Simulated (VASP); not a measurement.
Set up this calculation in VASP 6.6.1, as the native input.

* Task: single point
* Functional: r2SCAN
* Potentials or basis: VASP PAW PBE potentials, release 64 (Nb_sv, P)
* Cutoff: 550 eV
* k mesh: 10 × 10 × 8
* Occupations: gaussian, width 0.05 eV
* Spin: no spin polarisation
* Dipole correction: no
* Further INCAR settings: ALGO = Normal; EDIFF = 1e-06; NBANDS = 26

NbP:

```
CELL_PARAMETERS angstrom
3.31629 0.00000 0.00000
-1.65814 2.87199 0.00000
0.00000 0.00000 6.71640
ATOMIC_POSITIONS crystal
Nb 0.00000 0.00000 0.00000
Nb 0.00000 0.00000 0.50000
P 0.33333 0.66667 0.25000
P 0.66667 0.33333 0.75000
```

These files were run (other wordings do the same):

POSCAR

```
NbP
1.0
    3.3162886790      0.0000000000      0.0000000000
   -1.6581443395      2.8719902423      0.0000000000
    0.0000000000      0.0000000000      6.7163979592
Nb P
2 2
Direct
    0.0000000000      0.0000000000      0.0000000000
    0.0000000000      0.0000000000      0.5000000000
    0.3333333333      0.6666666667      0.2500000000
    0.6666666667      0.3333333333      0.7500000000
```

INCAR.step1

```
SYSTEM = NbP
ALGO = Normal
EDIFF = 1E-5
ENCUT = 550
GGA = PE
GGA_COMPAT = .FALSE.
ISMEAR = 0
LASPH = .TRUE.
LCHARG = .FALSE.
LREAL = .FALSE.
LWAVE = .TRUE.
NBANDS = 26
NELM = 120
PREC = Accurate
SIGMA = 0.05
```

INCAR.step2

```
SYSTEM = NbP
ALGO = Normal
EDIFF = 1E-6
ENCUT = 550
GGA_COMPAT = .FALSE.
ISIF = 2
ISMEAR = 0
ISTART = 1
LASPH = .TRUE.
LCHARG = .TRUE.
LELF = .TRUE.
LMIXTAU = .TRUE.
LREAL = .FALSE.
LVHAR = .TRUE.
LWAVE = .FALSE.
METAGGA = R2SCAN
NBANDS = 26
NELM = 120
PREC = Accurate
SIGMA = 0.05
```

KPOINTS

```
k-points
0
G
  10 10 8
  0 0 0
```

Potentials or basis: VASP PAW PBE potentials, release 64 (Nb_sv, P).

Command:

```sh
$ cat potpaw_PBE.64/Nb_sv/POTCAR potpaw_PBE.64/P/POTCAR > POTCAR
$ cp INCAR.step1 INCAR
$ mpirun -np 1 vasp_std > vasp.out
$ cp INCAR.step2 INCAR
$ mpirun -np 1 vasp_std > vasp.out
```

Results of the run:

```
Pressure               : -1.0 GPa
Band gap on the k mesh : zero (bands 18 and 19 overlap by 0.49 eV)
```

Caveat: the PAW data sets were made with another functional, which shifts forces and pressure a little.

Wall time 12 min on 1 thread of Intel Xeon 8259CL, on a shared host, peak memory 0.28 GiB.
